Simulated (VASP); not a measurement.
# PtS2 (P-3m1) in VASP: a series of runs, part 2 of 2

VASP 6.6.1.

## Step 6: Single point, PBEsol (volume scaled by 0.94)

File INCAR:

```
SYSTEM = PtS2
PREC = Accurate
ENCUT = 520
EDIFF = 1E-6
ISMEAR = -1
SIGMA = 0.05
LREAL = .FALSE.
LASPH = .TRUE.
NELM = 100
ALGO = Normal
ISIF = 2
LWAVE = .FALSE.
LCHARG = .TRUE.
GGA = PS
LELF = .TRUE.
LVHAR = .TRUE.
NBANDS = 18
```

File KPOINTS:

```
regular mesh
0
G
  9 9 5
  0 0 0
```

File POSCAR:

```
PtS2
1.0
    3.4708695004      0.0000000000      0.0000000000
   -1.7354347502      3.0058611606      0.0000000000
    0.0000000000      0.0000000000      4.9359384846
Pt S
1 2
Direct
    0.0000000000      0.0000000000      0.0000000000
    0.6666666667      0.3333333333      0.7730000000
    0.3333333333      0.6666666667      0.2270000000
```

Potentials or basis: VASP PAW PBE potentials, release 64 (Pt, S).

On the command line:

```sh
cat potpaw_PBE.64/Pt/POTCAR potpaw_PBE.64/S/POTCAR > POTCAR
mpirun -np 1 vasp_std > vasp.out
```

OUTCAR:

```text
SYSTEM = PtS2
   PREC = Accurate
   ENCUT = 520
   EDIFF = 1E-6
   ISMEAR = -1
   LREAL = .FALSE.
   LASPH = .TRUE.
   NELM = 100
   ISIF = 2
   GGA = PS

 ion  position               nearest neighbor table
   1  0.000  0.000  0.000-   2 2.30   3 2.30   2 2.30   3 2.30   2 2.30   3 2.30
   2  0.667  0.333  0.773-   1 2.30   1 2.30   1 2.30
   3  0.333  0.667  0.227-   1 2.30   1 2.30   1 2.30

  LATTYP: Found a hexagonal cell.
 ALAT       =     3.4708695004
 C/A-ratio  =     1.4221043125

  Lattice vectors:

 A1 = (   3.4708695004,   0.0000000000,   0.0000000000)
 A2 = (  -1.7354347502,   3.0058611606,   0.0000000000)
 A3 = (   0.0000000000,   0.0000000000,   4.9359384846)

Analysis of symmetry for initial positions (statically):
=====================================================================
 Subroutine PRICEL returns:
 Original cell was already a primitive cell.

 Routine SETGRP: Setting up the symmetry group for a
 hexagonal supercell.

 Subroutine GETGRP returns: Found 12 space group operations
 (whereof 12 operations were pure point group operations)
 out of a pool of 24 trial point group operations.

The static configuration has the point symmetry D_3d.

Analysis of symmetry for dynamics (positions and initial velocities):
=====================================================================
 Subroutine PRICEL returns:
 Original cell was already a primitive cell.

 Routine SETGRP: Setting up the symmetry group for a
 hexagonal supercell.

 Subroutine GETGRP returns: Found 12 space group operations
 (whereof 12 operations were pure point group operations)
 out of a pool of 24 trial point group operations.

The dynamic configuration has the point symmetry D_3d.

 Subroutine INISYM returns: Found 12 space group operations
 (whereof 12 operations are pure point group operations),
 and found     1 'primitive' translations

----------------------------------------------------------------------------------------
[... 109 lines left out ...]
   EFERMI =   0.00;   METHOD = LEGACY
   ISMEAR =    -1;   SIGMA  =   0.05  broadening in eV -4-tet -1-fermi 0-gaus
   EFERMI_NEDOS =   21; number of points for ismear=-14 and -15
   IALGO  =     38    algorithm
   IMIX   =      4    mixing-type and parameters
     AMIX     =   0.40;   BMIX     =  1.00
     AMIX_MAG =   1.60;   BMIX_MAG =  1.00
  volume/ion in A,a.u.               =      17.17       115.84
  Fermi-wavevector in a.u.,A,eV,Ry     =   1.232982  2.329998 20.684184  1.520245
  Thomas-Fermi vector in A             =   2.367730
   LORBIT       =      0    0 simple, 1 ext, 2 COOP (PROOUT), +10 PAW based schemes
   GGA     = PS    functional components
   LHFCALC =     F    Hartree Fock is set to
   AEXX    =    0.0000 exact exchange contribution
   IVDW    =     0    specifies the selected vdW correction
   LEPSILON=     F    determine dielectric tensor
   LRPA    =     F    only Hartree local field effects (RPA)
 non-spin polarized calculation
  energy-cutoff  :      520.00
  volume of cell :       51.50
 maximum number of plane-waves:      1411
 NGX is ok and might be reduce to    28
   NGX = 13   NGY = 13   NGZ = 19

 number of electron      22.0000001 magnetization

 Free energy of the ion-electron system (eV)
  ---------------------------------------------------
  ext. energy  EPLUGINS =         0.00000000
  ---------------------------------------------------
  free energy    TOTEN  =       -16.68866432 eV

  energy without entropy =      -16.68866072  energy(sigma->0) =      -16.68866252

 E-fermi :   8.0752     XC(G=0): -11.0749

 val. band max:        7.5976341468   @ k =   0.0000   0.2222   0.2000
 cond. band min:       8.6195376307   @ k =   0.3333   0.3333   0.0000
 fundamental gap:      1.0219034839
 Fermi energy:         8.0751831005

 k-point     1 :       0.0000    0.0000    0.0000
  band No.  band energies     occupation
      1      -8.6386      2.00000
      2      -4.9351      2.00000
      3      -0.0954      2.00000
      4      -0.0954      2.00000
      5       0.0432      2.00000
      6       3.1718      2.00000
[... 481 lines left out ...]
      5       1.4920      2.00000
      6       1.8240      2.00000
[... 10 lines left out ...]
     17      16.0652      0.00000
     18      18.1268      0.00000

 [... further k-points ...]
[... 5 lines left out ...]
  --------------------------------------------------------------------------------------
  -------------------------------------------------------------------------------------
  Total        6.4786700      6.4786700      4.4819513      0.0000000      0.0000000      0.0000000
  in kB      201.5670313    201.5670313    139.4443033      0.0000000      0.0000000      0.0000000
  external PRESSURE =     180.8594553 kB  Pullay stress =       0.0000000 kB

 VOLUME and BASIS-vectors are now :
 -----------------------------------------------------------------------------
  energy-cutoff  :      520.00
  volume of cell :       51.50
      direct lattice vectors                 reciprocal lattice vectors
     3.470869500  0.000000000  0.000000000     0.288112244  0.166341682  0.000000000
    -1.735434750  3.005861161  0.000000000     0.000000000  0.332683363  0.000000000
     0.000000000  0.000000000  4.935938485     0.000000000  0.000000000  0.202595718

 POSITION                                       TOTAL-FORCE (eV/Angst)
 -----------------------------------------------------------------------------------
      0.00000      0.00000      0.00000        -0.000000      0.000000     -0.000000
      1.73543      1.00195      3.81548         0.000000      0.000000     -1.981661
     -0.00000      2.00391      1.12046         0.000000     -0.000000      1.981661
 -----------------------------------------------------------------------------------
    total drift:                                0.000000     -0.000000      0.000000

  FREE ENERGIE OF THE ION-ELECTRON SYSTEM (eV)
  ---------------------------------------------------
  free  energy   TOTEN  =       -16.6886643241 eV

  energy  without entropy=      -16.6886607205  energy(sigma->0) =      -16.68866252
```

OSZICAR:

```text
N       E                     dE             d eps       ncg     rms          rms(c)
DAV:   1     0.113495629138E+03    0.11350E+03   -0.10511E+04  1800   0.110E+03
DAV:   2    -0.125951008214E+02   -0.12609E+03   -0.12213E+03  2192   0.224E+02
DAV:   3    -0.180617866374E+02   -0.54667E+01   -0.54359E+01  2232   0.477E+01
DAV:   4    -0.181177455289E+02   -0.55959E-01   -0.55930E-01  2350   0.535E+00
DAV:   5    -0.181185667103E+02   -0.82118E-03   -0.82112E-03  2246   0.633E-01    0.233E+01
DAV:   6    -0.168831116589E+02    0.12355E+01   -0.58853E+00  1894   0.236E+01    0.137E+01
DAV:   7    -0.167277831068E+02    0.15533E+00   -0.10063E+00  1860   0.101E+01    0.663E+00
DAV:   8    -0.166910543112E+02    0.36729E-01   -0.53978E-02  1996   0.205E+00    0.107E+00
DAV:   9    -0.166885281047E+02    0.25262E-02   -0.92794E-03  2072   0.911E-01    0.192E-01
DAV:  10    -0.166886545903E+02   -0.12649E-03   -0.95256E-04  2266   0.227E-01    0.127E-01
DAV:  11    -0.166886645299E+02   -0.99397E-05   -0.51420E-05  2214   0.644E-02    0.424E-02
DAV:  12    -0.166886639770E+02    0.55296E-06   -0.16471E-05  1992   0.379E-02    0.117E-02
DAV:  13    -0.166886643241E+02   -0.34714E-06   -0.20927E-06  1648   0.102E-02
   1 F= -.16688664E+02 E0= -.16688663E+02  d E =-.360366E-05
```

Run time: 40 s. Hardware: 1 thread of Intel Xeon Platinum 8488C (Sapphire Rapids), shared host; peak memory 0.2 GiB.

Results:

```
Free energy            : -16.6887 eV
Pressure               : 18.1 GPa
Largest force          : 1.982 eV/Å
Band gap on the k mesh : 1.02 eV, indirect (least direct gap 1.07 eV)
```

Forces on the atoms (eV/Å):
```
Pt   0.000  0.000  0.000
S    0.000  0.000 -1.982
S    0.000  0.000  1.982
```

Levels at points of the mesh, in eV from the valence-band top:
```csv
k point,band 7,band 8,band 9,band 10,band 11,band 12,band 13,band 14,band 15,band 16
"(0.00, 0.00, 0.00)",-4.43,-1.97,-1.24,-1.24,-0.23,2.59,2.59,4.56,6.09,7.78
```

Caveat: the PAW data sets were made with another functional, which shifts forces and pressure a little; spin-orbit coupling is left out, which moves the levels of the heavy elements. A k mesh can miss the band edges.

## Step 7: Summary

| level | potentials or basis | cell | smearing | gap on the mesh (eV) | pressure (GPa) | largest force (eV/Å) |
| --- | --- | --- | --- | --- | --- | --- |
| LDA | VASP PAW LDA potentials, release 64 (Pt, S) | a = 3.613, b = 3.613, c = 5.138 Å, angles 90.0, 90.0, 120.0°, 3 atoms | fermi-dirac 0.05 eV | 0.85 | -4.8 | - |
| r2SCAN | VASP PAW PBE potentials, release 64 (Pt, S) | a = 3.543, b = 3.543, c = 5.039 Å, angles 90.0, 90.0, 120.0°, 3 atoms | fermi-dirac 0.05 eV | 1.19 | 9.2 | 1.21 |
| LDA | VASP PAW LDA potentials, release 64 (Pt, S) | a = 3.543, b = 3.543, c = 5.039 Å, angles 90.0, 90.0, 120.0°, 3 atoms | fermi-dirac 0.05 eV | 0.91 | 3.5 | 0.80 |
| PBE | VASP PAW PBE potentials, release 64 (Pt, S) | a = 3.543, b = 3.543, c = 5.039 Å, angles 90.0, 90.0, 120.0°, 3 atoms | gaussian 0.017 eV | 1.03 | 11.1 | 1.21 |
| PBEsol | VASP PAW PBE potentials, release 64 (Pt, S) | a = 3.471, b = 3.471, c = 4.936 Å, angles 90.0, 90.0, 120.0°, 3 atoms | fermi-dirac 0.05 eV | 1.02 | 18.1 | 1.98 |

Alike in all rows: task single point; no spin polarisation; k mesh 9 × 9 × 5; cutoff (eV) 520.

Caveats: spin-orbit coupling is left out, which moves the levels of the heavy elements; the PAW data sets were made with another functional, which shifts forces and pressure a little (some runs); forces of over 1 eV/Å act on the atoms, so gaps and moduli don't describe the material at rest (some runs).

Absolute energies hang on the potentials; compare differences alone.
